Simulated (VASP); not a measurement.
# ZrGe2Pd3 (P-6m2) in VASP: a series of runs

Runs on ZrGe2Pd3. Level: PBE. Tasks: single point.

All numbers are computed with VASP 6.6.1; they aren't measurements. Logs are shortened: lines on timing, memory, paths and dates and some standing lists are left out, and cuts for length are marked.

## Step 1: The cell of the first run

Symmetry: P-6m2, No. 187, hexagonal system. Conventional cell: a = 4.688 Å, b = 4.688 Å, c = 6.886 Å, α = 90.00°, β = 90.00°, γ = 120.00°. Within 3.6 Å of Zr (site symmetry -6m2) lie 8 Pd at 2.71 to 3.44 Å and 6 Ge at 3.56 Å. Ge (site symmetry 3m) has 1 Ge at 2.27 Å and 4 Pd at 2.31 to 2.93 Å within 3.0 Å. Pd (site symmetry -6m2) has 6 Ge at 2.93 Å and 2 Zr at 3.44 Å within 3.9 Å. Within 3.6 Å of Pd (site symmetry -6m2) lie 3 Pd at 2.71 Å and 3 Zr at 2.71 Å and 6 Ge at 3.56 Å. Within 3.1 Å of Pd (site symmetry -6m2) lie 2 Ge at 2.31 Å and 3 Pd at 2.71 Å and 3 Zr at 2.71 Å.

## Step 2: Single point, PBE

The input, INCAR:

```
SYSTEM = ZrGe2Pd3
PREC = Accurate ; ENCUT = 520
EDIFF = 1E-6 ; ISMEAR = 0
SIGMA = 0.2 ; LREAL = .False.
LASPH = .True. ; NELM = 80
ALGO = Normal ; ISIF = 2
LWAVE = .False. ; LCHARG = .False.
GGA = PE ; NBANDS = 44
```

The input, KPOINTS:

```
Automatic mesh
0
Gamma
  4 4 3
  0 0 0
```

The input, POSCAR:

```
ZrGe2Pd3
1.0
    4.6882566843      0.0000000000      0.0000000000
   -2.3441283422      4.0601493881      0.0000000000
    0.0000000000      0.0000000000      6.8857761899
Zr Ge Pd
1 2 3
Direct
    0.0000000000      0.0000000000      0.5000000000
    0.3333333333      0.6666666667      0.1647415921
    0.3333333333      0.6666666667      0.8352584079
    0.0000000000      0.0000000000      0.0000000000
    0.6666666667      0.3333333333      0.5000000000
    0.3333333333      0.6666666667      0.5000000000
```

Potentials or basis: VASP PAW PBE potentials, release 64 (Zr_sv, Ge_d, Pd).

On the command line:

```
> cat potpaw_PBE.64/Zr_sv/POTCAR potpaw_PBE.64/Ge_d/POTCAR potpaw_PBE.64/Pd/POTCAR > POTCAR
> mpirun -np 1 vasp_std > vasp.out
```

OUTCAR:

```text
SYSTEM = ZrGe2Pd3
   PREC = Accurate
   ENCUT = 520
   EDIFF = 1E-6
   ISMEAR = 0
   LREAL = .False.
   LASPH = .True.
   NELM = 80
   ISIF = 2
   GGA = PE

 ion  position               nearest neighbor table
   1  0.000  0.000  0.500-   5 2.71   6 2.71   5 2.71   6 2.71   5 2.71   6 2.71   4 3.44   4 3.44

   2  0.333  0.667  0.165-   3 2.27   6 2.31   4 2.93   4 2.93   4 2.93
   3  0.333  0.667  0.835-   2 2.27   6 2.31   4 2.93   4 2.93   4 2.93
   4  0.000  0.000  0.000-   2 2.93   3 2.93   2 2.93   3 2.93   2 2.93   3 2.93   1 3.44   1 3.44

   5  0.667  0.333  0.500-   6 2.71   1 2.71   6 2.71   1 2.71   1 2.71   6 2.71
   6  0.333  0.667  0.500-   2 2.31   3 2.31   5 2.71   1 2.71   5 2.71   1 2.71   1 2.71   5 2.71

  LATTYP: Found a hexagonal cell.
 ALAT       =     4.6882566843
 C/A-ratio  =     1.4687284962

  Lattice vectors:

 A1 = (   4.6882566843,   0.0000000000,   0.0000000000)
 A2 = (  -2.3441283422,   4.0601493881,   0.0000000000)
 A3 = (   0.0000000000,   0.0000000000,   6.8857761899)

Analysis of symmetry for initial positions (statically):
=====================================================================
 Subroutine PRICEL returns:
 Original cell was already a primitive cell.

 Routine SETGRP: Setting up the symmetry group for a
 hexagonal supercell.

 Subroutine GETGRP returns: Found 12 space group operations
 (whereof 12 operations were pure point group operations)
 out of a pool of 24 trial point group operations.

The static configuration has the point symmetry D_3h.

Analysis of symmetry for dynamics (positions and initial velocities):
=====================================================================
 Subroutine PRICEL returns:
 Original cell was already a primitive cell.

 Routine SETGRP: Setting up the symmetry group for a
 hexagonal supercell.

 Subroutine GETGRP returns: Found 12 space group operations
 (whereof 12 operations were pure point group operations)
 out of a pool of 24 trial point group operations.

The dynamic configuration has the point symmetry D_3h.

 Subroutine INISYM returns: Found 12 space group operations
 (whereof 12 operations are pure point group operations),
 and found     1 'primitive' translations

----------------------------------------------------------------------------------------

                                     Primitive cell

  volume of cell :     131.0709

  direct lattice vectors                    reciprocal lattice vectors
     4.688256684  0.000000000  0.000000000     0.213298901  0.123148178  0.000000000
    -2.344128342  4.060149388  0.000000000     0.000000000  0.246296356  0.000000000
     0.000000000  0.000000000  6.885776190     0.000000000  0.000000000  0.145226910

  length of vectors
     4.688256684  4.688256684  6.885776190     0.246296356  0.246296356  0.145226910

  position of ions in fractional coordinates (direct lattice)
     0.000000000  0.000000000  0.500000000
     0.333333333  0.666666667  0.164741592
     0.333333333  0.666666667  0.835258408
     0.000000000  0.000000000  0.000000000
     0.666666667  0.333333333  0.500000000
     0.333333333  0.666666667  0.500000000

  ion indices of the primitive-cell ions
   primitive index   ion index
                 1           1
                 2           2
                 3           3
                 4           4
                 5           5
                 6           6

----------------------------------------------------------------------------------------

 KPOINTS: Automatic mesh

Automatic generation of k-mesh.
 Grid dimensions read from file:
 generate k-points for:    4    4    3

 Generating k-lattice:

  Cartesian coordinates                     Fractional coordinates (reciprocal lattice)
     0.053324725  0.030787045  0.000000000     0.250000000  0.000000000  0.000000000
     0.000000000  0.061574089  0.000000000     0.000000000  0.250000000  0.000000000
     0.000000000  0.000000000  0.048408970     0.000000000  0.000000000  0.333333333

  Length of vectors
     0.061574089  0.061574089  0.048408970

  Shift w.r.t. Gamma in fractional coordinates (k-lattice)
     0.000000000  0.000000000  0.000000000

 Subroutine IBZKPT returns following result:
 ===========================================

 Found      8 irreducible k-points:

 Following reciprocal coordinates:
            Coordinates               Weight
  0.000000  0.000000  0.000000      1.000000
  0.250000  0.000000  0.000000      6.000000
  0.500000  0.000000  0.000000      3.000000
  0.250000  0.250000  0.000000      6.000000
  0.000000  0.000000  0.333333      2.000000
  0.250000  0.000000  0.333333     12.000000
  0.500000  0.000000  0.333333      6.000000
  0.250000  0.250000  0.333333     12.000000
   k-points           NKPTS =      8   k-points in BZ     NKDIM =      8   number of bands    NBANDS=     44
   number of dos      NEDOS =    301   number of ions     NIONS =      6
   total plane-waves  NPLWV =  69984
   dimension x,y,z NGX =    36 NGY =   36 NGZ =   54
   dimension x,y,z NGXF=    72 NGYF=   72 NGZF=  108
   ions per type =               1   2   3
   NGX,Y,Z   is equivalent  to a cutoff of  12.77, 12.77, 13.04 a.u.
   NGXF,Y,Z  is equivalent  to a cutoff of  25.53, 25.53, 26.07 a.u.
 SYSTEM =  ZrGe2Pd3
   PREC   = accura    normal or accurate (medium, high low for compatibility)
   ISTART =      0    job   : 0-new  1-cont  2-samecut
   ICHARG =      2    charge: 1-file 2-atom 10-const
   ISPIN  =      1    spin polarized calculation?
   LNONCOLLINEAR =      F non collinear calculations
   LSORBIT =      F    spin-orbit coupling
   LASPH  =      T    aspherical Exc in radial PAW
   ENCUT  =  520.0 eV  38.22 Ry    6.18 a.u.   8.72  8.72 12.80*2*pi/ulx,y,z
   NELM   =     80;   NELMIN=  2; NELMDL= -5     # of ELM steps
   EDIFF  = 0.1E-05   stopping-criterion for ELM
   LREAL  =      F    real-space projection
   EDIFFG = 0.1E-04   stopping-criterion for IOM
   NSW    =      0    number of steps for IOM
   IBRION =     -1    ionic relax: 0-MD 1-quasi-New 2-CG
   NFREE  =      0    steps in history (QN), initial steepest desc. (CG)
   ISIF   =      2    stress and relaxation
   ISYM   =      2    0-nonsym 1-usesym 2-fastsym
   POTIM  = 0.5000    time-step for ionic-motion
   TEBEG  =    0.0;   TEEND  =   0.0 temperature during run
   PSTRESS=    0.0 pullay stress
   NELECT =      70.0000    total number of electrons
   NUPDOWN=      -1.0000    fix difference up-down
   EMIN   =  10.00;   EMAX   =-10.00  energy-range for DOS
   EFERMI =   0.00;   METHOD = LEGACY
   ISMEAR =     0;   SIGMA  =   0.20  broadening in eV -4-tet -1-fermi 0-gaus
   EFERMI_NEDOS =   21; number of points for ismear=-14 and -15
   IALGO  =     38    algorithm
   IMIX   =      4    mixing-type and parameters
     AMIX     =   0.40;   BMIX     =  1.00
     AMIX_MAG =   1.60;   BMIX_MAG =  1.00
  volume/ion in A,a.u.               =      21.85       147.42
  Fermi-wavevector in a.u.,A,eV,Ry     =   1.328226  2.509984 24.003196  1.764185
  Thomas-Fermi vector in A             =   2.457480
   LORBIT       =      0    0 simple, 1 ext, 2 COOP (PROOUT), +10 PAW based schemes
   GGA     = PE    functional components
   LHFCALC =     F    Hartree Fock is set to
   AEXX    =    0.0000 exact exchange contribution
   IVDW    =     0    specifies the selected vdW correction
   LEPSILON=     F    determine dielectric tensor
   LRPA    =     F    only Hartree local field effects (RPA)
 non-spin polarized calculation
 Gauss-broadening in eV      SIGMA  =   0.20
  energy-cutoff  :      520.00
  volume of cell :      131.07
 maximum number of plane-waves:      3549
 NGX is ok and might be reduce to    36
   NGX = 17   NGY = 17   NGZ = 25

 number of electron      69.9999983 magnetization

 Free energy of the ion-electron system (eV)
  ---------------------------------------------------
  ext. energy  EPLUGINS =         0.00000000
  ---------------------------------------------------
  free energy    TOTEN  =       -32.82450188 eV

  energy without entropy =      -32.73570360  energy(sigma->0) =      -32.78010274

 E-fermi :   6.0328     XC(G=0): -10.5768

 val. band max:        5.9999283008   @ k =   0.2500   0.2500   0.3333
 cond. band min:       6.1476497904   @ k =   0.2500   0.2500   0.0000
 fundamental gap:      0.1477214897
 Fermi energy:         6.0328422965

 k-point     1 :       0.0000    0.0000    0.0000
  band No.  band energies     occupation
      1     -43.5797      2.00000
      2     -21.7628      2.00000
      3     -21.5169      2.00000
      4     -21.5169      2.00000
      5     -18.8817      2.00000
      6     -18.6902      2.00000
[... 36 lines left out ...]
     43       9.7652      0.00000
     44      10.5860      0.00000

 k-point     2 :       0.2500    0.0000    0.0000
  band No.  band energies     occupation
      1     -43.5786      2.00000
      2     -21.7630      2.00000
      3     -21.5247      2.00000
      4     -21.5130      2.00000
      5     -18.8816      2.00000
      6     -18.6905      2.00000
[... 36 lines left out ...]
     43      10.4647      0.00000
     44      11.4100      0.00000

 k-point     3 :       0.5000    0.0000    0.0000
  band No.  band energies     occupation
      1     -43.5775      2.00000
      2     -21.7632      2.00000
      3     -21.5316      2.00000
      4     -21.5091      2.00000
      5     -18.8815      2.00000
      6     -18.6907      2.00000
[... 36 lines left out ...]
     43      10.0786      0.00000
     44      10.3154      0.00000

 k-point     4 :       0.2500    0.2500    0.0000
  band No.  band energies     occupation
      1     -43.5775      2.00000
      2     -21.7632      2.00000
      3     -21.5260      2.00000
      4     -21.5144      2.00000
      5     -18.8815      2.00000
      6     -18.6906      2.00000
[... 36 lines left out ...]
     43       9.6917      0.00000
     44      11.3089      0.00000

 k-point     5 :       0.0000    0.0000    0.3333
  band No.  band energies     occupation
      1     -43.5796      2.00000
      2     -21.7630      2.00000
      3     -21.5170      2.00000
      4     -21.5170      2.00000
      5     -18.8688      2.00000
      6     -18.6917      2.00000
[... 36 lines left out ...]
     43       9.3997      0.00000
     44      11.1540      0.00000

 k-point     6 :       0.2500    0.0000    0.3333
  band No.  band energies     occupation
      1     -43.5786      2.00000
      2     -21.7632      2.00000
      3     -21.5247      2.00000
      4     -21.5130      2.00000
      5     -18.8687      2.00000
      6     -18.6918      2.00000
[... 36 lines left out ...]
     43       9.8549      0.00000
     44      11.3353      0.00000

 k-point     7 :       0.5000    0.0000    0.3333
  band No.  band energies     occupation
      1     -43.5775      2.00000
      2     -21.7635      2.00000
      3     -21.5316      2.00000
      4     -21.5091      2.00000
      5     -18.8685      2.00000
      6     -18.6920      2.00000
[... 36 lines left out ...]
     43       9.5605      0.00000
     44      10.1579      0.00000

 k-point     8 :       0.2500    0.2500    0.3333
  band No.  band energies     occupation
      1     -43.5775      2.00000
      2     -21.7635      2.00000
      3     -21.5260      2.00000
      4     -21.5144      2.00000
      5     -18.8685      2.00000
      6     -18.6919      2.00000
[... 36 lines left out ...]
     43      10.3534      0.00000
     44      10.8190      0.00000

------------------------ aborting loop because EDIFF is reached ----------------------------------------

  FORCE on cell =-STRESS in cart. coord.  units (eV):
  Direction    XX          YY          ZZ          XY          YZ          ZX
  --------------------------------------------------------------------------------------
  -------------------------------------------------------------------------------------
  Total        0.0549063      0.0549063      0.6327124     -0.0000000     -0.0000000     -0.0000000
  in kB        0.6711603      0.6711603      7.7341148     -0.0000000     -0.0000000     -0.0000000
  external PRESSURE =       3.0254785 kB  Pullay stress =       0.0000000 kB

 VOLUME and BASIS-vectors are now :
 -----------------------------------------------------------------------------
  energy-cutoff  :      520.00
  volume of cell :      131.07
      direct lattice vectors                 reciprocal lattice vectors
     4.688256684  0.000000000  0.000000000     0.213298901  0.123148178  0.000000000
    -2.344128342  4.060149388  0.000000000     0.000000000  0.246296356  0.000000000
     0.000000000  0.000000000  6.885776190     0.000000000  0.000000000  0.145226910

 POSITION                                       TOTAL-FORCE (eV/Angst)
 -----------------------------------------------------------------------------------
      0.00000      0.00000      3.44289        -0.000000      0.000000      0.000000
     -0.00000      2.70677      1.13437         0.000000      0.000000     -0.017961
     -0.00000      2.70677      5.75140        -0.000000      0.000000      0.017961
      0.00000      0.00000      0.00000         0.000000     -0.000000      0.000000
      2.34413      1.35338      3.44289        -0.000000      0.000000      0.000000
     -0.00000      2.70677      3.44289        -0.000000      0.000000      0.000000
 -----------------------------------------------------------------------------------
    total drift:                                0.000000     -0.000000     -0.000000

  FREE ENERGIE OF THE ION-ELECTRON SYSTEM (eV)
  ---------------------------------------------------
  free  energy   TOTEN  =       -32.8245018793 eV

  energy  without entropy=      -32.7357035968  energy(sigma->0) =      -32.78010274
```

Wall time 31 s (1 thread of Intel Xeon 6975P-C (Granite Rapids), shared host); peak memory 0.26 GiB.

Results:

```
Free energy            : -32.8245 eV
Pressure               : 0.3 GPa
Largest force          : 0.018 eV/Å
Band gap on the k mesh : zero (band 35 reaches 6.85 eV, above the bottom of band 36 at 5.95 eV)
```

Forces in eV/Å, atoms in the order of the input:
```
Zr   0.000  0.000  0.000
Ge   0.000  0.000 -0.018
Ge   0.000  0.000  0.018
Pd   0.000  0.000  0.000
Pd   0.000  0.000  0.000
Pd   0.000  0.000  0.000
```

Stress tensor (GPa, compression positive):
```
0.07 0.00 0.00
0.00 0.07 0.00
0.00 0.00 0.77
```

Levels at points of the mesh, in eV from the Fermi level:
```tsv
k point	band 31	band 32	band 33	band 34	band 35	band 36	band 37	band 38	band 39	band 40
(0.00, 0.00, 0.00)	-1.86	-1.55	-0.57	-0.57	0.81	1.38	1.38	1.64	1.64	3.08
(0.50, 0.00, 0.00)	-1.62	-1.59	-1.32	-0.77	-0.62	0.27	1.69	1.73	2.18	2.79
```

Caveat: the k points lie up to 0.39 Å⁻¹ apart.

(Part 1 of 2 ends here.)
